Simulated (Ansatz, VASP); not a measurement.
BiSb2O2 in VASP and in Ansatz

Contents of INCAR:

```
ALGO = Normal ; EDIFF = 1E-6
EDIFFG = -0.04 ; ENCUT = 600
GGA = PE ; IBRION = 2
ISIF = 3 ; ISMEAR = 0
LASPH = T ; LCHARG = F
LREAL = F ; LWAVE = F
NELM = 80 ; NSW = 90
PREC = Accurate ; SIGMA = 0.1
```

KPOINTS

```
k-points
0
Gamma
  4 4 2
```

POSCAR

```
BiSb2O2
1.0
    3.7658594400      0.0000000000      0.0000000000
    0.0000000000      3.7658594400      0.0000000000
    0.0000000000      0.0000000000      7.7743209900
Sb Bi O
2 1 2
Direct
    0.0000000000      0.0000000000      0.2785083400
    0.0000000000      0.0000000000      0.7214916600
    0.5000000000      0.5000000000      0.0000000000
    0.0000000000      0.5000000000      0.0000000000
    0.5000000000      0.0000000000      0.0000000000
```

Input for Ansatz:

```yaml
crystal:
  lattice:
    - [3.76585944, 0.0, 0.0]
    - [0.0, 3.76585944, 0.0]
    - [0.0, 0.0, 7.77432099]
  atoms:
    - { symbol: Sb, position: [0.0, 0.0, 0.27850834] }
    - { symbol: Sb, position: [0.0, 0.0, 0.72149166] }
    - { symbol: Bi, position: [0.5, 0.5, 0.0] }
    - { symbol: O, position: [0.0, 0.5, 0.0] }
    - { symbol: O, position: [0.5, 0.0, 0.0] }
basis:
  ecutwfc: 420
kpoints:
  mp_grid: { grid: [4, 4, 2] }
hamiltonian:
  xc: pbe
scf:
  occupations: { method: gaussian, width: 0.1 }
  lower_state_search: "off"
output:
  forces: true
  stress: true
  eigenvalues: true
relax:
  adjacent_minimum: "off"
  f_tol: 0.04
  max_steps: 70
  cell: { stress_tol: 0.4 }
```

Alike in both runs: task relaxation of cell and atoms; functional PBE; k mesh 4 × 4 × 2; occupations gaussian, width 0.1 eV; no spin polarisation.

|  | VASP | Ansatz |
| --- | --- | --- |
| version | VASP 6.6.1 | Ansatz 0.2.0 |
| potentials or method | VASP PAW PBE potentials, release 64 (Sb, Bi_d, O), cutoff 600 eV | scalar-relativistic, plane waves, PAW |
| valence electrons in the cell | 37 | 57 |

```tsv
	VASP	Ansatz	Ansatz less VASP
gap on the k mesh at the Fermi level, each at its own relaxed structure (eV)	none	none	-
relaxed volume (Å³/atom)	24.66	30.69	+6.032
relaxed cell length with the largest relative difference (Å)	5.608	8.794	+3.1859
```

A gap of «none» marks a metal or a gap that the smearing closes. One of these differences is far larger than is usual between the two programs; its cause wasn't traced. VASP's potentials hold 37 valence electrons a cell and Ansatz's 57, so a difference there can come from the potentials and not from the codes.

The k mesh is coarse, so the values compare programs but aren't converged. Spin-orbit coupling is off throughout.
